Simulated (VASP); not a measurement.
Ba2ZrS4: relaxation of shape and atoms at fixed volume with r2SCAN

Crystal: Ba2ZrS4.

```
CELL_PARAMETERS angstrom
-2.44066 2.44066 7.74561
2.44066 -2.44066 7.74561
2.44066 2.44066 -7.74561
ATOMIC_POSITIONS crystal
Ba 0.64191 0.64191 0.00000
Ba 0.35809 0.35809 0.00000
Zr 0.00000 0.00000 0.00000
S 0.50000 0.00000 0.50000
S 0.00000 0.50000 0.50000
S 0.83584 0.83584 0.00000
S 0.16416 0.16416 0.00000
```

* Program: VASP 6.6.1
* Task: relaxation of shape and atoms at fixed volume
* Functional: r2SCAN
* Potentials or basis: VASP PAW PBE potentials, release 64 (Ba_sv, Zr_sv, S)
* Cutoff: 550 eV
* k mesh: 8 × 8 × 8
* Occupations: gaussian, width 0.02 eV
* Spin: no spin polarisation
* Dipole correction: no
* Further INCAR settings: ALGO = Normal; EDIFF = 1e-07; IBRION = 2; EDIFFG = -0.01; NSW = 50; ISIF = 4

```json
{
 "Energy gained by relaxing": "0.2 meV/atom",
 "Ionic steps": "5",
 "Pressure after relaxing": "4.8 GPa",
 "Largest force after relaxing": "0.004 eV/Å",
 "Band gap on the k mesh": "0.84 eV (least direct gap 0.94 eV)"
}
```

Forces in eV/Å, atoms in the order of the input:
```
Ba   0.000  0.000  0.004
Ba   0.000  0.000 -0.004
Zr   0.000  0.000  0.000
S    0.000  0.000  0.000
S    0.000  0.000  0.000
S    0.000  0.000  0.001
S    0.000  0.000 -0.001
```

Step by step:
| step | energy change (eV) | largest force (eV/Å) | pressure (GPa) | volume (Å³) |
| --- | --- | --- | --- | --- |
| 1 | 0.0000 | 0.1251 | 4.87 | 184.56 |
| 2 | -0.0016 | 0.0257 | 4.79 | 184.56 |
| 3 | -0.0016 | 0.0231 | 4.80 | 184.56 |
| 4 | -0.0017 | 0.0107 | 4.79 | 184.56 |
| 5 | -0.0017 | 0.0044 | 4.78 | 184.56 |

Final structure:
```cif
data_structure
_symmetry_space_group_name_H-M 'P 1'
_symmetry_Int_Tables_number 1
_cell_length_a 8.4954
_cell_length_b 8.4954
_cell_length_c 8.4954
_cell_angle_alpha 146.650
_cell_angle_beta 146.650
_cell_angle_gamma 47.882
_cell_volume 184.56
loop_
_atom_site_label
_atom_site_type_symbol
_atom_site_fract_x
_atom_site_fract_y
_atom_site_fract_z
_atom_site_occupancy
Ba1 Ba 0.64202 0.64202 0.00000 1
Ba2 Ba 0.35798 0.35798 0.00000 1
Zr1 Zr 0.00000 0.00000 0.00000 1
S1 S 0.50000 0.00000 0.50000 1
S2 S 0.00000 0.50000 0.50000 1
S3 S 0.83538 0.83538 0.00000 1
S4 S 0.16462 0.16462 0.00000 1
```

Levels at points of the mesh, in eV from the valence-band top:
```
           k point  band 24  band 25  band 26  band 27  band 28  band 29  band 30  band 31  band 32  band 33
(0.00, 0.00, 0.00)    -0.98    -0.98    -0.15    -0.15    -0.10     0.84     1.87     1.87     3.23     3.44
(0.50, 0.00, 0.00)    -1.72    -1.52    -0.67    -0.56    -0.35     2.43     3.64     3.69     4.17     5.28
(0.50, 0.50, 0.00)    -1.21    -0.94    -0.72    -0.17     0.00     4.03     4.19     4.27     4.27     5.13
(0.50, 0.50, 0.50)    -1.21    -1.21    -0.92    -0.27    -0.27     0.85     2.55     2.55     2.84     3.90
```

It took 3.1 h on 4 MPI ranks on Intel(R) Xeon(R) Platinum 8488C (Sapphire Rapids) (shared host), peak memory 1.1 GiB a rank.

Caveat: the PAW data sets were made with another functional, which shifts forces and pressure a little; spin-orbit coupling is left out, which moves the levels of the heavy elements. A k mesh can miss the band edges.
